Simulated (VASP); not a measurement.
Here is a VASP 6.6.1 calculation.

The input INCAR:

```
ALGO     = Normal         # electronic algorithm
EDIFF    = 1E-6           # SCF threshold, eV
ENCUT    = 1340           # plane-wave cutoff, eV
GGA      = PE             # functional
GGA_COMPAT= False        
ISIF     = 2              # what is computed and relaxed
ISMEAR   = -1             # smearing method
ISPIN    = 2              # spin polarisation
LASPH    = True           # aspherical terms in the spheres
LCHARG   = False          # write CHGCAR
LMAXMIX  = 4              # l up to which the mixer works
LORBIT   = 11             # projections on sites
LREAL    = False          # projectors in reciprocal space
LWAVE    = False          # write WAVECAR
MAGMOM   = 2.5 0          # initial moments
NBANDS   = 22             # bands
NELM     = 200            # most SCF steps
NUPDOWN  = 2.5            # fixed moment
PREC     = Accurate       # precision mode
SIGMA    = 0.05           # smearing width, eV
```

The input KPOINTS:

```
k-points
0
Gamma
  10 10 10
```

POSCAR

```
CoO
1.0
   -1.5080004400      1.5080004400      2.1072503600
    1.5080004400     -1.5080004400      2.1072503600
    1.5080004400      1.5080004400     -2.1072503600
Co O
1 1
Direct
    0.0000000000      0.0000000000      0.0000000000
    0.5000000000      0.5000000000      0.0000000000
```

Potentials or basis: VASP PAW PBE potentials, release 64 (Co_sv, O_h).

Run with:

```bash
$ cat potpaw_PBE.64/Co_sv/POTCAR potpaw_PBE.64/O_h/POTCAR > POTCAR
$ mpirun -np 1 vasp_std > vasp.out
```

Estimate the pressure.

-4.4 GPa.

Caveat: the cell stands under tension; the total moment is fixed, so each spin has its own Fermi level and the state may be an excited one; a cell with one magnetic atom can't hold antiferromagnetic order, which such compounds often take.
